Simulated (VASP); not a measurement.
Crystal: MgBe2Te2O.

```
Mg Be Te O
1.0
     4.09987    0.00000    0.00000
     0.00000    4.09987    0.00000
     0.00000    0.00000    6.94427
Mg Be Te O
1 2 2 1
Cartesian
  0.0000 0.0000 0.0000
  2.0499 0.0000 5.7829
  0.0000 2.0499 1.1613
  2.0499 0.0000 2.2104
  0.0000 2.0499 4.7338
  2.0499 2.0499 0.0000
```

```yaml
Program: VASP 6.6.1
Task: relaxation of cell and atoms
Functional: PBE
Potentials_or_basis: VASP PAW PBE potentials, release 64 (Mg, Be, Te, O)
Cutoff: 600 eV
k_mesh: 4 × 4 × 4
Occupations: gaussian, width 0.1 eV
Spin: no spin polarisation
```

At the start: pressure -3.6 GPa; volume 19.45 Å³/atom.

Q: How do energy, volume and symmetry change on relaxing?

A: Over 40 steps the energy falls by 689.4 meV/atom and the volume is 18.13 Å³/atom (-6.8 %); space group P-4m2 (No. 115, to 0.05 Å).

Step by step:
```tsv
step	energy change (eV)	largest force (eV/Å)	pressure (GPa)	volume (Å³)
1	0.0000	1.2461	-3.61	116.73
2	-0.4287	1.5427	-0.92	109.43
3	-1.0287	2.0481	15.79	88.79
4	-1.0608	2.0149	11.41	92.35
5	-1.1868	1.9796	12.00	91.66
6	-1.5453	1.7628	14.01	89.54
7	-2.0400	1.7297	20.00	85.08
8	-0.1092	2.9038	50.86	75.49
9	-2.0797	1.8767	22.32	83.94
10	-2.6856	1.4855	17.98	86.69
11	-3.6625	0.8445	10.33	94.78
12	-3.6670	0.4445	6.01	110.30
13	-3.8616	0.5563	6.89	103.86
14	-3.8717	0.5850	7.16	102.58
15	-4.0500	0.3878	2.95	105.96
16	-4.0875	0.2023	-0.53	109.39
17	-4.0902	0.2371	0.13	108.69
18	-4.0902	0.2436	0.25	108.57
19	-4.0938	0.2287	0.21	108.69
20	-4.1031	0.1879	0.06	109.05
21	-4.1156	0.1208	-0.20	109.76
22	-4.1164	0.0734	-0.73	111.14
23	-4.1208	0.1041	-0.46	110.41
24	-4.1250	0.1112	0.19	109.18
25	-4.1253	0.1123	0.38	108.84
26	-4.1281	0.0893	0.24	108.68
27	-4.1292	0.0962	-0.02	108.37
28	-4.1295	0.0675	0.08	108.46
29	-4.1302	0.0632	-0.01	108.59
30	-4.1316	0.0509	-0.25	108.96
31	-4.1316	0.0293	-0.71	109.71
32	-4.1320	0.0393	-0.51	109.34
33	-4.1323	0.0375	-0.47	109.31
34	-4.1330	0.0397	-0.39	109.25
35	-4.1341	0.0447	-0.26	109.11
36	-4.1349	0.0537	0.02	108.85
37	-4.1349	0.0526	0.01	108.88
38	-4.1351	0.0504	-0.01	108.87
39	-4.1355	0.0436	-0.02	108.83
40	-4.1363	0.0286	-0.01	108.77
```

Final structure:
```yaml
crystal:
  lattice:
    - [3.35788, 0.00000, 0.00000]
    - [0.00000, 3.35788, 0.00000]
    - [0.00000, 0.00000, 9.64642]
  atoms:
    - { symbol: Mg, position: [0.00000, 0.00000, 0.00000] }
    - { symbol: Be, position: [0.50000, 0.00000, 0.73883] }
    - { symbol: Be, position: [0.00000, 0.50000, 0.26117] }
    - { symbol: Te, position: [0.50000, 0.00000, 0.32632] }
    - { symbol: Te, position: [0.00000, 0.50000, 0.67368] }
    - { symbol: O, position: [0.50000, 0.50000, 0.00000] }
```

Caveat: the k points lie up to 0.47 Å⁻¹ apart in the final cell.
